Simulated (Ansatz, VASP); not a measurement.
## One calculation of MnHg, two programs

```
Mn Hg
1.0
     3.38002    0.00000    0.00000
     0.00000    3.38002    0.00000
     0.00000    0.00000    3.38002
Mn Hg
1 1
Cartesian
  1.6900 1.6900 1.6900
  0.0000 0.0000 0.0000
```

Change from the starting cell: volume scaled by 1.06.

Alike in both runs: task single point; functional PBE; k mesh 10 × 10 × 10; occupations fermi-dirac, width 0.08 eV; collinear spin.

|  | VASP | Ansatz |
| --- | --- | --- |
| version | VASP 6.6.1 | Ansatz 0.2.0 |
| potentials or method | VASP PAW PBE potentials, release 64 (Mn_pv, Hg), cutoff 520 eV | all-electron LAPW, scalar-relativistic |

|  | VASP | Ansatz | Ansatz less VASP |
| --- | --- | --- | --- |
| pressure (GPa) | -3.1 | -3.4 | -0.31 |
| net moment per atom (μB) | 2.01 | 2.01 | 0.000 |
| size of the moment on the site where the two differ most (μB) | 3.91 | 4.05 | +0.133 |

Site moments also hang on the region over which each program counts them. Ansatz ran all-electron here, and VASP with PAW potentials.

Spin-orbit coupling is off throughout.
